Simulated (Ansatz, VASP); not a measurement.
**Ba in VASP and in Ansatz**

```xyz
1
Lattice="1.9550 -3.6500 -0.0274 1.9550 3.6500 0.0274 0.0000 0.0428 5.7000" Properties=species:S:1:pos:R:3 pbc="T T T"
Ba    0.0000    0.0000    0.0000
```

Change from the starting cell: strain +0.0150 x Voigt [0, 0, 0, 1, 0, 0], atoms carried along.

Alike in both runs: task single point; functional LDA; k mesh 14 × 14 × 8; occupations gaussian, width 0.15 eV; no spin polarisation.

|  | VASP | Ansatz |
| --- | --- | --- |
| version | VASP 6.6.1 | Ansatz 0.2.0 |
| potentials or method | VASP PAW LDA potentials, release 64 (Ba_sv), cutoff 520 eV | scalar-relativistic, plane waves, PAW |
| valence electrons in the cell | 10 | 10 |

```tsv
	VASP	Ansatz	Ansatz less VASP
gap on the k mesh at the Fermi level (eV)	none	none	-
pressure (GPa)	-0.3	-0.3	-0.02
traceless stress, the component that is largest in VASP (GPa)	-1.97	-1.93	+0.041
```

LDA's correlation is that of Perdew and Zunger in VASP and of Perdew and Wang (1992) in Ansatz. A gap of «none» marks a metal or a gap that the smearing closes.

Spin-orbit coupling is off throughout.
